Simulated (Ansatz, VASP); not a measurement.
**AlNi: VASP beside Ansatz**

File INCAR:

```
PREC     = Accurate       # precision mode
ENCUT    = 600            # plane-wave cutoff, eV
EDIFF    = 1E-6           # SCF threshold, eV
ISMEAR   = 0              # smearing method
SIGMA    = 0.1            # smearing width, eV
LREAL    = F              # projectors in reciprocal space
LASPH    = T              # aspherical terms in the spheres
NELM     = 60             # most SCF steps
ALGO     = Fast           # electronic algorithm
ISIF     = 3              # what is computed and relaxed
LWAVE    = F              # write WAVECAR
LCHARG   = F              # write CHGCAR
GGA      = PE             # functional
IBRION   = 2              # ionic algorithm
NSW      = 100            # ionic steps
EDIFFG   = -0.01          # ionic threshold
```

The input KPOINTS:

```
regular mesh
0
Gamma
  20 20 18
```

Contents of POSCAR:

```
AlNi
1.0
    2.8259528775      0.0000000000      0.0000000000
    0.0000000000      2.8259528775      0.0000000000
    0.0000000000      0.0000000000      3.0366568006
Al Ni
1 1
Direct
    0.0000000000      0.0000000000      0.0000000000
    0.5000000000      0.5000000000      0.5000000000
```

Input for Ansatz:

```yaml
crystal:
  lattice:
    - [2.8259528775, 0.0, 0.0]
    - [0.0, 2.8259528775, 0.0]
    - [0.0, 0.0, 3.0366568006]
  atoms:
    - { symbol: Al, position: [0.0, 0.0, 0.0] }
    - { symbol: Ni, position: [0.5, 0.5, 0.5] }
basis:
  ecutwfc: 420
kpoints:
  mp_grid: { grid: [20, 20, 18] }
hamiltonian:
  xc: pbe
scf:
  occupations: { method: gaussian, width: 0.1 }
output:
  forces: true
  stress: true
  eigenvalues: true
relax:
  adjacent_minimum: "off"
  f_tol: 0.01
  max_steps: 80
  cell: { stress_tol: 0.05 }
```

Alike in both runs: task relaxation of cell and atoms; functional PBE; k mesh 20 × 20 × 18; occupations gaussian, width 0.1 eV; no spin polarisation.

|  | VASP | Ansatz |
| --- | --- | --- |
| version | VASP 6.6.1 | Ansatz 0.2.0 |
| potentials or method | VASP PAW PBE potentials, release 64 (Al, Ni), cutoff 600 eV | scalar-relativistic, plane waves, PAW |
| valence electrons in the cell | 13 | 21 |

|  | VASP | Ansatz | Ansatz less VASP |
| --- | --- | --- | --- |
| gap on the k mesh at the Fermi level, each at its own relaxed structure (eV) | none | none | - |
| relaxed volume (Å³/atom) | 12.11 | 12.11 | -0.009 |
| relaxed length of the cell vector where the two differ most in proportion (Å) | 2.896 | 2.894 | -0.0021 |

A gap of «none» marks a metal or a gap that the smearing closes. VASP's potentials hold 13 valence electrons a cell and Ansatz's 21, so a difference there can come from the potentials and not from the codes.
